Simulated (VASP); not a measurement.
# Fe3Ge (Pm-3m) in VASP: notebook

The runs below take Fe3Ge through single point, with PBEsol.

Everything below comes from runs of VASP 6.6.1. Logs are shortened: lines on timing, memory, paths and dates and some standing lists are left out, and cuts for length are marked.

## (1) The cell of the first run

It takes space group Pm-3m (No. 221, cubic). Conventional cell: a = 3.721 Å, b = 3.721 Å, c = 3.721 Å, α = 90.00°, β = 90.00°, γ = 90.00°. Fe (site symmetry 4/mmm) has 8 Fe at 2.63 Å and 4 Ge at 2.63 Å within 3.5 Å. Within 3.5 Å of Ge (site symmetry m-3m) lie 12 Fe at 2.63 Å.

## (2) Single point, PBEsol, collinear spin, ferromagnetic start (12.88 Å³/atom)

INCAR

```
SYSTEM = Fe3Ge
ALGO     = Normal         ! electronic algorithm
EDIFF    = 1E-6           ! SCF threshold, eV
ENCUT    = 520            ! plane-wave cutoff, eV
GGA      = PS             ! functional
ISIF     = 2              ! what is computed and relaxed
ISMEAR   = -1             ! smearing method
ISPIN    = 2              ! spin polarisation
LASPH    = .TRUE.         ! aspherical terms in the spheres
LCHARG   = .TRUE.         ! write CHGCAR
LELF     = .TRUE.         ! ELF
LMAXMIX  = 4              ! l up to which the mixer works
LORBIT   = 11             ! projections on sites
LREAL    = .FALSE.        ! projectors in reciprocal space
LVHAR    = .TRUE.       
LWAVE    = .FALSE.        ! write WAVECAR
MAGMOM   = 0.75 0.75 0.75 0 ! initial moments
NBANDS   = 31             ! bands
NELM     = 150            ! most SCF steps
PREC     = Accurate       ! precision mode
SIGMA    = 0.03           ! smearing width, eV
```

KPOINTS

```
k-points
0
G
  9 9 9
  0 0 0
```

POSCAR

```
Fe3Ge
1.0
    3.7205193926      0.0000000000      0.0000000000
    0.0000000000      3.7205193926      0.0000000000
    0.0000000000      0.0000000000      3.7205193926
Fe Ge
3 1
Direct
    0.0000000000      0.5000000000      0.5000000000
    0.5000000000      0.5000000000      0.0000000000
    0.5000000000      0.0000000000      0.5000000000
    0.0000000000      0.0000000000      0.0000000000
```

Potentials or basis: VASP PAW PBE potentials, release 64 (Fe, Ge_d).

The run is started by

```console
> cat potpaw_PBE.64/Fe/POTCAR potpaw_PBE.64/Ge_d/POTCAR > POTCAR
> mpirun -np 1 vasp_std > vasp.out
```

OUTCAR:

```text
SYSTEM = Fe3Ge
   EDIFF = 1E-6
   ENCUT = 520
   GGA = PS
   ISIF = 2
   ISMEAR = -1
   ISPIN = 2
   LASPH = .TRUE.
   LORBIT = 11
   LREAL = .FALSE.
   NELM = 150
   PREC = Accurate

 ion  position               nearest neighbor table
   1  0.000  0.500  0.500-   2 2.63   3 2.63   4 2.63   2 2.63   4 2.63   3 2.63   4 2.63   4 2.63
                             2 2.63   3 2.63   2 2.63   3 2.63
   2  0.500  0.500  0.000-   1 2.63   3 2.63   4 2.63   1 2.63   3 2.63   3 2.63   4 2.63   3 2.63
                             1 2.63   4 2.63   1 2.63   4 2.63
   3  0.500  0.000  0.500-   1 2.63   2 2.63   4 2.63   2 2.63   4 2.63   1 2.63   2 2.63   2 2.63
                             1 2.63   4 2.63   4 2.63   1 2.63
   4  0.000  0.000  0.000-   1 2.63   2 2.63   3 2.63   1 2.63   3 2.63   1 2.63   2 2.63   1 2.63
                             2 2.63   3 2.63   3 2.63   2 2.63

  LATTYP: Found a simple cubic cell.
 ALAT       =     3.7205193926

  Lattice vectors:

 A1 = (   3.7205193926,   0.0000000000,   0.0000000000)
 A2 = (   0.0000000000,   3.7205193926,   0.0000000000)
 A3 = (   0.0000000000,   0.0000000000,   3.7205193926)

Analysis of symmetry for initial positions (statically):
=====================================================================
 Subroutine PRICEL returns:
 Original cell was already a primitive cell.

 Routine SETGRP: Setting up the symmetry group for a
 simple cubic supercell.

 Subroutine GETGRP returns: Found 48 space group operations
 (whereof 48 operations were pure point group operations)
 out of a pool of 48 trial point group operations.

The static configuration has the point symmetry O_h .

Analysis of symmetry for dynamics (positions and initial velocities):
=====================================================================
 Subroutine PRICEL returns:
 Original cell was already a primitive cell.

 Routine SETGRP: Setting up the symmetry group for a
 simple cubic supercell.

 Subroutine GETGRP returns: Found 48 space group operations
 (whereof 48 operations were pure point group operations)
 out of a pool of 48 trial point group operations.

The dynamic configuration has the point symmetry O_h .

Analysis of structural, dynamic, and magnetic symmetry:
=====================================================================
 Subroutine PRICEL returns:
 Original cell was already a primitive cell.

 Routine SETGRP: Setting up the symmetry group for a
 simple cubic supercell.

 Subroutine GETGRP returns: Found 48 space group operations
 (whereof 48 operations were pure point group operations)
 out of a pool of 48 trial point group operations.

The overall configuration has the point symmetry O_h .

 Subroutine INISYM returns: Found 48 space group operations
 (whereof 48 operations are pure point group operations),
 and found     1 'primitive' translations

----------------------------------------------------------------------------------------

                                     Primitive cell

  volume of cell :      51.5004

  direct lattice vectors                    reciprocal lattice vectors
     3.720519393  0.000000000  0.000000000     0.268779677  0.000000000  0.000000000
     0.000000000  3.720519393  0.000000000     0.000000000  0.268779677  0.000000000
     0.000000000  0.000000000  3.720519393     0.000000000  0.000000000  0.268779677

  length of vectors
     3.720519393  3.720519393  3.720519393     0.268779677  0.268779677  0.268779677

  position of ions in fractional coordinates (direct lattice)
     0.000000000  0.500000000  0.500000000
     0.500000000  0.500000000  0.000000000
     0.500000000  0.000000000  0.500000000
     0.000000000  0.000000000  0.000000000

  ion indices of the primitive-cell ions
   primitive index   ion index
                 1           1
                 2           2
                 3           3
                 4           4

----------------------------------------------------------------------------------------

 KPOINTS: k-points

Automatic generation of k-mesh.
 Grid dimensions read from file:
 generate k-points for:    9    9    9

 Generating k-lattice:

  Cartesian coordinates                     Fractional coordinates (reciprocal lattice)
     0.029864409  0.000000000  0.000000000     0.111111111  0.000000000  0.000000000
     0.000000000  0.029864409  0.000000000     0.000000000  0.111111111  0.000000000
     0.000000000  0.000000000  0.029864409     0.000000000  0.000000000  0.111111111

  Length of vectors
     0.029864409  0.029864409  0.029864409

  Shift w.r.t. Gamma in fractional coordinates (k-lattice)
     0.000000000  0.000000000  0.000000000

 Subroutine IBZKPT returns following result:
 ===========================================

 Found     35 irreducible k-points:

 Following reciprocal coordinates:
            Coordinates               Weight
  0.000000  0.000000  0.000000      1.000000
  0.111111  0.000000  0.000000      6.000000
  0.222222  0.000000  0.000000      6.000000
  0.333333  0.000000  0.000000      6.000000
  0.444444  0.000000  0.000000      6.000000
  0.111111  0.111111  0.000000     12.000000
[... 16 lines left out ...]
  0.333333  0.333333  0.111111     24.000000
  0.444444  0.333333  0.111111     48.000000
 [... further k-points ...]
   k-points           NKPTS =     35   k-points in BZ     NKDIM =     35   number of bands    NBANDS=     31
   number of dos      NEDOS =    301   number of ions     NIONS =      4
   total plane-waves  NPLWV =  21952
   dimension x,y,z NGX =    28 NGY =   28 NGZ =   28
   dimension x,y,z NGXF=    56 NGYF=   56 NGZF=   56
   ions per type =               3   1
   NGX,Y,Z   is equivalent  to a cutoff of  12.51, 12.51, 12.51 a.u.
   NGXF,Y,Z  is equivalent  to a cutoff of  25.02, 25.02, 25.02 a.u.
 SYSTEM =  Fe3Ge
   PREC   = accura    normal or accurate (medium, high low for compatibility)
   ISTART =      0    job   : 0-new  1-cont  2-samecut
   ICHARG =      2    charge: 1-file 2-atom 10-const
   ISPIN  =      2    spin polarized calculation?
   LNONCOLLINEAR =      F non collinear calculations
   LSORBIT =      F    spin-orbit coupling
   LASPH  =      T    aspherical Exc in radial PAW
   ENCUT  =  520.0 eV  38.22 Ry    6.18 a.u.   6.92  6.92  6.92*2*pi/ulx,y,z
   NELM   =    150;   NELMIN=  2; NELMDL= -5     # of ELM steps
   EDIFF  = 0.1E-05   stopping-criterion for ELM
   LREAL  =      F    real-space projection
   EDIFFG = 0.1E-04   stopping-criterion for IOM
   NSW    =      0    number of steps for IOM
   IBRION =     -1    ionic relax: 0-MD 1-quasi-New 2-CG
   NFREE  =      0    steps in history (QN), initial steepest desc. (CG)
   ISIF   =      2    stress and relaxation
   ISYM   =      2    0-nonsym 1-usesym 2-fastsym
   POTIM  = 0.5000    time-step for ionic-motion
   TEBEG  =    0.0;   TEEND  =   0.0 temperature during run
   PSTRESS=    0.0 pullay stress
   NELECT =      38.0000    total number of electrons
   NUPDOWN=      -1.0000    fix difference up-down
   EMIN   =  10.00;   EMAX   =-10.00  energy-range for DOS
   EFERMI =   0.00;   METHOD = LEGACY
   ISMEAR =    -1;   SIGMA  =   0.03  broadening in eV -4-tet -1-fermi 0-gaus
   EFERMI_NEDOS =   21; number of points for ismear=-14 and -15
   IALGO  =     38    algorithm
   IMIX   =      4    mixing-type and parameters
     AMIX     =   0.40;   BMIX     =  1.00
     AMIX_MAG =   1.60;   BMIX_MAG =  1.00
  volume/ion in A,a.u.               =      12.88        86.89
  Fermi-wavevector in a.u.,A,eV,Ry     =   1.479332  2.795533 29.775324  2.188425
  Thomas-Fermi vector in A             =   2.593503
   LORBIT       =     11    0 simple, 1 ext, 2 COOP (PROOUT), +10 PAW based schemes
   GGA     = PS    functional components
   LHFCALC =     F    Hartree Fock is set to
   AEXX    =    0.0000 exact exchange contribution
   IVDW    =     0    specifies the selected vdW correction
   LEPSILON=     F    determine dielectric tensor
   LRPA    =     F    only Hartree local field effects (RPA)
 spin polarized calculation
  energy-cutoff  :      520.00
  volume of cell :       51.50
 maximum number of plane-waves:      1409
 NGX is ok and might be reduce to    28
   NGX = 13   NGY = 13   NGZ = 13

 number of electron      38.0000030 magnetization       6.9079216

 Free energy of the ion-electron system (eV)
  ---------------------------------------------------
  ext. energy  EPLUGINS =         0.00000000
  ---------------------------------------------------
  free energy    TOTEN  =       -31.91069336 eV

  energy without entropy =      -31.89896318  energy(sigma->0) =      -31.90482827

 E-fermi :   6.6824     XC(G=0): -12.8106

 val. band max:        6.6790129004   @ k =   0.1111   0.1111   0.1111
 cond. band min:       6.6879650242   @ k =   0.4444   0.2222   0.0000
 fundamental gap:      0.0089521238
 Fermi energy:         6.6823768592

 spin component 1

 k-point     1 :       0.0000    0.0000    0.0000
  band No.  band energies     occupation
      1     -17.9805      1.00000
      2     -17.9805      1.00000
      3     -17.9763      1.00000
      4     -17.9763      1.00000
      5     -17.9763      1.00000
      6      -5.1498      1.00000
[... 805 lines left out ...]
     30      16.8128      0.00000
     31      17.3957      0.00000

 [... further k-points ...]

 spin component 2

 k-point     1 :       0.0000    0.0000    0.0000
  band No.  band energies     occupation
      1     -18.0043      1.00000
      2     -18.0043      1.00000
      3     -17.9982      1.00000
      4     -17.9982      1.00000
      5     -17.9982      1.00000
      6      -5.0958      1.00000
[... 805 lines left out ...]
     30      17.4574      0.00000
     31      17.7217      0.00000

 [... further k-points ...]
[... 5 lines left out ...]
  --------------------------------------------------------------------------------------
  -------------------------------------------------------------------------------------
  Total       -5.2361795     -5.2361795     -5.2361795      0.0000000      0.0000000      0.0000000
  in kB     -162.8974895   -162.8974895   -162.8974895      0.0000000      0.0000000      0.0000000
  external PRESSURE =    -162.8974895 kB  Pullay stress =       0.0000000 kB

 VOLUME and BASIS-vectors are now :
 -----------------------------------------------------------------------------
  energy-cutoff  :      520.00
  volume of cell :       51.50
      direct lattice vectors                 reciprocal lattice vectors
     3.720519393  0.000000000  0.000000000     0.268779677  0.000000000  0.000000000
     0.000000000  3.720519393  0.000000000     0.000000000  0.268779677  0.000000000
     0.000000000  0.000000000  3.720519393     0.000000000  0.000000000  0.268779677

 POSITION                                       TOTAL-FORCE (eV/Angst)
 -----------------------------------------------------------------------------------
      0.00000      1.86026      1.86026         0.000000      0.000000      0.000000
      1.86026      1.86026      0.00000         0.000000      0.000000      0.000000
      1.86026      0.00000      1.86026         0.000000      0.000000      0.000000
      0.00000      0.00000      0.00000         0.000000      0.000000      0.000000
 -----------------------------------------------------------------------------------
    total drift:                               -0.000000      0.000000      0.000000

  FREE ENERGIE OF THE ION-ELECTRON SYSTEM (eV)
  ---------------------------------------------------
  free  energy   TOTEN  =       -31.9106933579 eV

  energy  without entropy=      -31.8989631811  energy(sigma->0) =      -31.90482827

 total charge

# of ion       s       p       d       tot
------------------------------------------
    1        0.413   0.464   6.236   7.113
    2        0.413   0.464   6.236   7.113
    3        0.413   0.464   6.236   7.113
    4        1.083   1.238  10.084  12.405
--------------------------------------------------
tot          2.323   2.629  28.791  33.743

 magnetization (x)

# of ion       s       p       d       tot
------------------------------------------
    1       -0.000  -0.010   2.356   2.346
    2       -0.000  -0.010   2.356   2.346
    3       -0.000  -0.010   2.356   2.346
    4        0.002  -0.140   0.005  -0.133
--------------------------------------------------
tot          0.001  -0.170   7.074   6.905
```

Wall time 2.3 min (1 thread of Intel Xeon 8259CL, shared host); peak memory 0.23 GiB.

Results:

| Quantity | Value |
| --- | --- |
| Free energy | -31.9107 eV |
| Pressure | -16.3 GPa |
| Net moment | 6.91 μB per cell |
| Site moments | Fe +2.35; Ge -0.13 μB |
| Valence electrons inside the program's atomic spheres | Fe 7.11; Ge 12.40 |

Levels at points of the mesh, in eV from the Fermi level:
Spin up:
```
           k point  band 20  band 21  band 22  band 23  band 24  band 25
(0.00, 0.00, 0.00)    -1.17    -0.91    -0.54    -0.54    -0.54     2.49
```
Spin down:
| k point | band 12 | band 13 | band 14 | band 15 | band 16 | band 17 | band 18 | band 19 | band 20 | band 21 |
| --- | --- | --- | --- | --- | --- | --- | --- | --- | --- | --- |
| (0.00, 0.00, 0.00) | -2.18 | -1.11 | -1.11 | -1.11 | 0.25 | 0.25 | 0.25 | 1.31 | 1.31 | 1.43 |

Caveat: the cell stands under tension; the PAW data sets were made with another functional, which shifts forces and pressure a little.

## (3) Single point, PBEsol, collinear spin, ferromagnetic start

INCAR

```
SYSTEM = Fe3Ge
PREC = Accurate
ENCUT = 520
EDIFF = 1E-6
ISMEAR = -5
SIGMA = 0.1
LREAL = .False.
LASPH = .True.
NELM = 150
ALGO = Normal
ISIF = 2
LWAVE = .False.
LCHARG = .False.
ISPIN = 2
MAGMOM = 0.75 0.75 0.75 0
LORBIT = 11
LMAXMIX = 4
GGA = PS
NBANDS = 31
```

KPOINTS

```
regular mesh
0
Gamma
  9 9 9
  0 0 0
```

POSCAR is that of step 2.

Potentials or basis: VASP PAW PBE potentials, release 64 (Fe, Ge_d).

The run is started by

```console
> cat potpaw_PBE.64/Fe/POTCAR potpaw_PBE.64/Ge_d/POTCAR > POTCAR
> mpirun -np 1 vasp_std > vasp.out
```

Wall time 2.5 min (1 thread of Intel Xeon 8259CL, shared host); peak memory 0.23 GiB.

Results (log left out):

* Free energy: -31.9047 eV
* Pressure: -17.5 GPa
* Net moment: 6.64 μB per cell
* Site moments: Fe +2.26; Ge -0.14 μB
* Valence electrons inside the program's atomic spheres: Fe 7.12; Ge 12.40

Levels at points of the mesh, in eV from the Fermi level:
Spin up:
```
           k point  band 19  band 20  band 21  band 22  band 23  band 24  band 25  band 26
(0.00, 0.00, 0.00)    -1.18    -1.18    -0.85    -0.52    -0.52    -0.52     2.48     6.17
```
Spin down:
```csv
k point,band 13,band 14,band 15,band 16,band 17,band 18,band 19,band 20
"(0.00, 0.00, 0.00)",-1.15,-1.15,-1.15,0.21,0.21,0.21,1.25,1.25
```

Caveat: the cell stands under tension; the PAW data sets were made with another functional, which shifts forces and pressure a little; tetrahedron occupations give inexact forces and stress in metals.

(Part 1 of 2 ends here.)
